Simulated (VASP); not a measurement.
Write the native input for VASP 6.6.1 that does the following.

| Item | Value |
| --- | --- |
| Task | single point |
| Functional | PBE |
| Potentials or basis | VASP PAW PBE potentials, release 64 (Lu, Sc_sv, N) |
| Cutoff | 520 eV |
| k mesh | 6 × 6 × 2 |
| Occupations | gaussian, width 0.1 eV |
| Spin | no spin polarisation |
| Dipole correction | no |
| Further INCAR settings | ALGO = Normal; EDIFF = 1e-06; NBANDS = 53 |

The structure of Lu2Sc3N lies in POSCAR:

```
Lu2Sc3N
1.0
    4.0521405200      0.0000000000      0.0000000000
   -2.0260702600      3.5092566300      0.0000000000
    0.0000000000      0.0000000000      7.5737419500
Lu Sc N
2 3 1
Direct
    0.6666666700      0.3333333300      0.2354539900
    0.6666666700      0.3333333300      0.7645460100
    0.0000000000      0.0000000000      0.5000000000
    0.3333333300      0.6666666700      0.0000000000
    0.3333333300      0.6666666700      0.5000000000
    0.0000000000      0.0000000000      0.0000000000
```

The cell was generated, and may not be a known phase.

These files were run (other wordings do the same):

INCAR

```
PREC = Accurate
ENCUT = 520
EDIFF = 1E-6
ISMEAR = 0
SIGMA = 0.1
LREAL = F
LASPH = T
NELM = 60
ALGO = Normal
ISIF = 2
LWAVE = F
LCHARG = T
GGA = PE
LELF = T
LVHAR = T
NBANDS = 53
```

KPOINTS

```
regular mesh
0
Gamma
  6 6 2
```

Potentials or basis: VASP PAW PBE potentials, release 64 (Lu, Sc_sv, N).

Run with:

```sh
$ cat potpaw_PBE.64/Lu/POTCAR potpaw_PBE.64/Sc_sv/POTCAR potpaw_PBE.64/N/POTCAR > POTCAR
$ mpirun -np 1 vasp_std > vasp.out
```

It gave:

| Quantity | Value |
| --- | --- |
| Pressure | 12.5 GPa |
| Largest force | 0.119 eV/Å |
| Band gap on the k mesh | zero (bands 44 and 45 overlap by 0.26 eV) |

Caveat: the k points lie up to 0.41 Å⁻¹ apart; spin-orbit coupling is left out, which moves the levels of the heavy elements.

Wall time 51 s on 1 thread of AMD EPYC 9R45 96-Core Processor (Zen 5), with other jobs on the host, peak memory 0.23 GiB.
